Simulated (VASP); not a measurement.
The system is Ga.

```
Ga
1.0
    -1.38440    1.38440    2.31122
     1.38440   -1.38440    2.31122
     1.38440    1.38440   -2.31122
Ga
1
Direct
  0.00000 0.00000 0.00000
```

Base run:

- Program: VASP 6.6.1
- Functional: PBE
- Potentials or basis: VASP PAW PBE potentials, release 64 (Ga_d)
- Cutoff: 520 eV
- k mesh: 13 × 13 × 13
- Occupations: gaussian, width 0.011 eV
- Spin: no spin polarisation

Its results: band gap on the k mesh zero (an odd number of electrons rules out a gap without spin polarisation); pressure 3.4 GPa.

**Question.** The run is repeated on the same cell with these changes: functional from PBE to revPBE; occupations from gaussian, width 0.011 eV to fermi-dirac, width 0.05 eV. What comes out?

**Answer.** Band gap on the k mesh zero (an odd number of electrons rules out a gap without spin polarisation); pressure 5.1 GPa.

Caveats: the cell stands under pressure; the PAW data sets were made with another functional, which shifts forces and pressure a little (at least some runs).
